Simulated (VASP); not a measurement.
Here is a VASP 6.6.1 calculation.

File INCAR:

```
SYSTEM = KCl
ALGO = Normal
EDIFF = 1E-7
EDIFFG = -0.02
ENCUT = 520
GGA = PE
IBRION = 2
ISIF = 2
ISMEAR = -1
LASPH = .TRUE.
LCHARG = .FALSE.
LREAL = .FALSE.
LWAVE = .FALSE.
NELM = 100
NSW = 80
PREC = Accurate
SIGMA = 0.02
```

Contents of KPOINTS:

```
k-points
0
G
  8 8 8
  0 0 0
```

File POSCAR:

```
KCl
1.0
    3.6340000000      0.0000000000      0.0000000000
    0.0000000000      3.6340000000      0.0000000000
    0.0000000000      0.0000000000      3.6340000000
K Cl
1 1
Direct
    0.0000000000      0.0000000000      0.0000000000
    0.5000000000      0.5000000000      0.5000000000
```

Potentials or basis: VASP PAW PBE potentials, release 64 (K_sv, Cl).

The run is started by

```bash
$ cat potpaw_PBE.64/K_sv/POTCAR potpaw_PBE.64/Cl/POTCAR > POTCAR
$ mpirun -np 1 vasp_std > vasp.out
```

Task: What does it give for the band gap on the k mesh?

Result: 5.58 eV (least direct gap 5.81 eV).

Final structure:
```
K Cl
1.0
     3.63400    0.00000    0.00000
     0.00000    3.63400    0.00000
     0.00000    0.00000    3.63400
K Cl
1 1
Direct
  0.00000 0.00000 0.00000
  0.50000 0.50000 0.50000
```

Caveat: the relaxation stopped at its first step, so nothing moved. A k mesh can miss the band edges.
